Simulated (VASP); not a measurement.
A run of VASP 6.6.1 is set up as follows.

File INCAR:

```
SYSTEM = MgS
PREC = Accurate
ENCUT = 600
EDIFF = 1E-8
ISMEAR = 0
SIGMA = 0.01
LREAL = .False.
LASPH = .True.
NELM = 120
ALGO = Normal
ISIF = 3
LWAVE = .False.
LCHARG = .True.
GGA = PE
IBRION = 6
NFREE = 2
POTIM = 0.015
NSW = 1
GGA_COMPAT = .False.
```

The input KPOINTS:

```
Automatic mesh
0
Gamma
  8 8 8
  0 0 0
```

The input POSCAR:

```
MgS
1.0
    0.0000000000      2.6148576572      2.6148576572
    2.6148576572      0.0000000000      2.6148576572
    2.6148576572      2.6148576572      0.0000000000
Mg S
1 1
Direct
    0.0000000000      0.0000000000      0.0000000000
    0.5000000000      0.5000000000      0.5000000000
```

Potentials or basis: VASP PAW PBE potentials, release 64 (Mg, S).

The run is started by

```console
$ cat potpaw_PBE.64/Mg/POTCAR potpaw_PBE.64/S/POTCAR > POTCAR
$ mpirun -np 1 vasp_std > vasp.out
```

Q: Predict the elastic constants C11, C12, C44.

A: 139, 42, 54 GPa.

Q: Predict the Voigt bulk modulus.

A: 74 GPa.

Q: Predict the highest phonon frequency at Γ, LO-TO splitting left out.

A: 224 cm⁻¹.

Clamped-ion elastic tensor (GPa):
```
139  42  42   0   0   0
 42 139  42   0   0   0
 42  42 139   0   0   0
  0   0   0  54   0   0
  0   0   0   0  54   0
  0   0   0   0   0  54
```
